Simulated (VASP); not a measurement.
Wanted: the native input for a VASP 6.6.1 run.

```yaml
Task: single point
Functional: PBE
Potentials_or_basis: VASP PAW PBE potentials, release 64 (H)
Cutoff: 520 eV
k_mesh: 9 × 9 × 6
Occupations: gaussian, width 0.05 eV
Spin: no spin polarisation
Dipole_correction: no
Further_INCAR_settings: ALGO = Normal; EDIFF = 1e-06; NBANDS = 10
```

The structure of H lies in POSCAR:

```
H
1.0
    3.7441271620      0.0000000000      0.0000000000
   -1.8720635810      3.2425092373      0.0000000000
    0.0000000000      0.0000000000      5.1728280887
H
4
Direct
    0.3333333333      0.6666666667      0.1764958800
    0.6666666667      0.3333333333      0.6764958800
    0.6666666667      0.3333333333      0.8235041200
    0.3333333333      0.6666666667      0.3235041200
```

This cell differs from its parent crystal: strain -0.025 along x and y, +0.025 along z.

The input as run:

INCAR

```
SYSTEM = H
  ALGO = Normal
  EDIFF = 1E-6
  ENCUT = 520
  GGA = PE
  ISIF = 2
  ISMEAR = 0
  LASPH = .TRUE.
  LCHARG = .FALSE.
  LREAL = .FALSE.
  LWAVE = .FALSE.
  NBANDS = 10
  NELM = 60
  PREC = Accurate
  SIGMA = 0.05
```

KPOINTS

```
k-points
0
G
  9 9 6
  0 0 0
```

Potentials or basis: VASP PAW PBE potentials, release 64 (H).

Command:

```bash
$ cat potpaw_PBE.64/H/POTCAR > POTCAR
$ mpirun -np 1 vasp_std > vasp.out
```

Results of the run:

| Item | Value |
| --- | --- |
| Pressure | -0.5 GPa |
| Largest force | 0.337 eV/Å |
| Band gap on the k mesh | 9.00 eV, indirect (the least direct gap lies 2.1 meV higher) |

Caveat: the cell differs from its parent crystal (strain -0.025 along x and y, +0.025 along z).

Run time: 16 s on 1 thread of Intel(R) Xeon(R) Platinum 8375C CPU @ 2.90GHz (Ice Lake), with other jobs on the host, peak memory 0.17 GiB.
